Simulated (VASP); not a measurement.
A run of VASP 6.6.1 is set up as follows.

The input INCAR:

```
SYSTEM = PbO2
ALGO = Normal
EDIFF = 1E-6
ENCUT = 520
GGA = PE
ISIF = 2
ISMEAR = 0
IVDW = 12
LASPH = .True.
LCHARG = .True.
LELF = .True.
LREAL = .False.
LVHAR = .True.
LWAVE = .False.
NBANDS = 35
NELM = 60
PREC = Accurate
SIGMA = 0.01
```

The input KPOINTS:

```
k-points
0
Gamma
  6 6 10
  0 0 0
```

File POSCAR:

```
PbO2
1.0
    5.0282777907      0.0000000000      0.0000000000
    0.0000000000      5.0282777907      0.0000000000
    0.0000000000      0.0000000000      3.4421343033
Pb O
2 4
Direct
    0.0000000000      0.0000000000      0.0000000000
    0.5000000000      0.5000000000      0.5000000000
    0.3074114317      0.3074114317      0.0000000000
    0.1925885683      0.8074114317      0.5000000000
    0.6925885683      0.6925885683      0.0000000000
    0.8074114317      0.1925885683      0.5000000000
```

Potentials or basis: VASP PAW PBE potentials, release 64 (Pb_d, O).

Command:

```console
$ cat potpaw_PBE.64/Pb_d/POTCAR potpaw_PBE.64/O/POTCAR > POTCAR
$ mpirun -np 1 vasp_std > vasp.out
```

**Question.** What does it give for the pressure?

**Answer.** 0.2 GPa.

**Question.** Predict the band gap on the k mesh.

**Answer.** 0.08 eV (least direct gap 0.09 eV).

Stress tensor (GPa, compression positive):
```
0.21 0.00 0.00
0.00 0.21 0.00
0.00 0.00 0.31
```

Caveat: spin-orbit coupling is left out, which moves the levels of the heavy elements. A k mesh can miss the band edges.
